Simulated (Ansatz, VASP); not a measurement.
P2C: VASP beside Ansatz

File INCAR:

```
SYSTEM = P2C
PREC = Accurate
ENCUT = 520
EDIFF = 1E-7
ISMEAR = 0
SIGMA = 0.1
LREAL = .FALSE.
LASPH = .TRUE.
NELM = 60
ALGO = Normal
ISIF = 2
LWAVE = .FALSE.
LCHARG = .FALSE.
GGA = PE
NBANDS = 23
```

Contents of KPOINTS:

```
regular mesh
0
G
  6 6 4
  0 0 0
```

The input POSCAR:

```
P2C
1.0
    2.8858172300      0.0000000000      0.0000000000
    0.0000000000      2.8858172300      0.0000000000
    0.0000000000      0.0000000000      7.3017669800
P C
4 2
Direct
    0.0000000000      0.5000000000      0.3813569400
    0.5000000000      0.0000000000      0.1186430600
    0.0000000000      0.5000000000      0.6186430600
    0.5000000000      0.0000000000      0.8813569400
    0.0000000000      0.0000000000      0.7500000000
    0.0000000000      0.0000000000      0.2500000000
```

Input for Ansatz:

```yaml
crystal:
  lattice:
    - [2.88581723, 0.0, 0.0]
    - [0.0, 2.88581723, 0.0]
    - [0.0, 0.0, 7.30176698]
  atoms:
    - { symbol: P, position: [0.0, 0.5, 0.38135694] }
    - { symbol: P, position: [0.5, 0.0, 0.11864306] }
    - { symbol: P, position: [0.0, 0.5, 0.61864306] }
    - { symbol: P, position: [0.5, 0.0, 0.88135694] }
    - { symbol: C, position: [0.0, 0.0, 0.75] }
    - { symbol: C, position: [0.0, 0.0, 0.25] }
basis:
  ecutwfc: 420
kpoints:
  mp_grid: { grid: [6, 6, 4] }
hamiltonian:
  xc: pbe
scf:
  occupations: { method: gaussian, width: 0.1 }
  lower_state_search: "off"
output:
  forces: true
  stress: true
  eigenvalues: true
```

Alike in both runs: task single point; functional PBE; k mesh 6 × 6 × 4; occupations gaussian, width 0.1 eV; no spin polarisation.

|  | VASP | Ansatz |
| --- | --- | --- |
| version | VASP 6.6.1 | Ansatz 0.2.0 |
| potentials or method | VASP PAW PBE potentials, release 64 (P, C), cutoff 520 eV | scalar-relativistic, plane waves, PAW |
| valence electrons in the cell | 28 | 28 |

|  | VASP | Ansatz | Ansatz less VASP |
| --- | --- | --- | --- |
| gap on the k mesh at the Fermi level (eV) | none | none | - |
| rms of the force components (eV/Å) | 3.763 | 3.848 | +0.0848 |

Atom by atom the forces differ by 0.085 eV/Å (rms over components). A gap of «none» marks a metal or a gap that the smearing closes.

The k mesh is coarse, so the values compare programs but aren't converged.
